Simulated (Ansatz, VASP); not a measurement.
**Two plane-wave programs on Sb**

POSCAR

```
Sb
1.0
    2.1506000000      1.2416494900      3.7440000000
   -2.1506000000      1.2416494900      3.7440000000
    0.0000000000     -2.4832989800      3.7440000000
Sb
2
Direct
    0.2336400000      0.2336400000      0.2336400000
    0.7663600000      0.7663600000      0.7663600000
```

Contents of INCAR.step1:

```
PREC     = Accurate       # precision mode
ENCUT    = 550            # plane-wave cutoff, eV
ISMEAR   = 0              # smearing method
SIGMA    = 0.1            # smearing width, eV
LREAL    = F              # projectors in reciprocal space
LASPH    = T              # aspherical terms in the spheres
NELM     = 120            # most SCF steps
NBANDS   = 22             # bands
GGA      = PE             # functional
ALGO     = Normal         # electronic algorithm
EDIFF    = 1E-5           # SCF threshold, eV
LWAVE    = T              # write WAVECAR
LCHARG   = F              # write CHGCAR
GGA_COMPAT= F
```

The input INCAR.step2:

```
PREC     = Accurate       # precision mode
ENCUT    = 550            # plane-wave cutoff, eV
EDIFF    = 1E-6           # SCF threshold, eV
ISMEAR   = 0              # smearing method
SIGMA    = 0.1            # smearing width, eV
LREAL    = F              # projectors in reciprocal space
LASPH    = T              # aspherical terms in the spheres
NELM     = 120            # most SCF steps
ALGO     = Normal         # electronic algorithm
ISIF     = 2              # what is computed and relaxed
LWAVE    = F              # write WAVECAR
LCHARG   = T              # write CHGCAR
METAGGA  = R2SCAN         # meta-GGA
LMIXTAU  = T            
LELF     = T              # ELF
LVHAR    = T            
NBANDS   = 22             # bands
ISTART   = 1            
GGA_COMPAT= F
```

KPOINTS

```
Automatic mesh
0
Gamma
  6 6 6
```

Input for Ansatz:

```yaml
crystal:
  lattice:
    - [2.1506, 1.24164949, 3.744]
    - [-2.1506, 1.24164949, 3.744]
    - [0.0, -2.48329898, 3.744]
  atoms:
    - { symbol: Sb, position: [0.23364, 0.23364, 0.23364] }
    - { symbol: Sb, position: [0.76636, 0.76636, 0.76636] }
basis:
  ecutwfc: 500
kpoints:
  mp_grid: { grid: [6, 6, 6] }
hamiltonian:
  xc: r2scan
  pseudopotentials: { kind: paw, azcp: { folder: soft_1 } }
scf:
  occupations: { method: gaussian, width: 0.1 }
output:
  forces: true
  stress: true
  eigenvalues: true
```

Alike in both runs: task single point; functional r2SCAN; k mesh 6 × 6 × 6; occupations gaussian, width 0.1 eV; no spin polarisation.

```csv
,VASP,Ansatz
version,VASP 6.6.1,Ansatz 0.2.0
potentials or method,"VASP PAW PBE potentials, release 64 (Sb_d_GW), cutoff 550 eV","scalar-relativistic, plane waves, PAW"
valence electrons in the cell,30,30
```

```tsv
	VASP	Ansatz	Ansatz less VASP
gap on the k mesh at the Fermi level (eV)	none	none	-
pressure (GPa)	2.0	2.1	+0.07
traceless stress, the component that is largest in VASP (GPa)	-0.12	-0.11	+0.003
rms of the force components (eV/Å)	0.031	0.038	+0.0066
```

VASP's potentials were made for PBE, not for r2SCAN. Atom by atom the forces differ by 0.007 eV/Å (rms over components). A gap of «none» marks a metal or a gap that the smearing closes.

Spin-orbit coupling is off throughout.
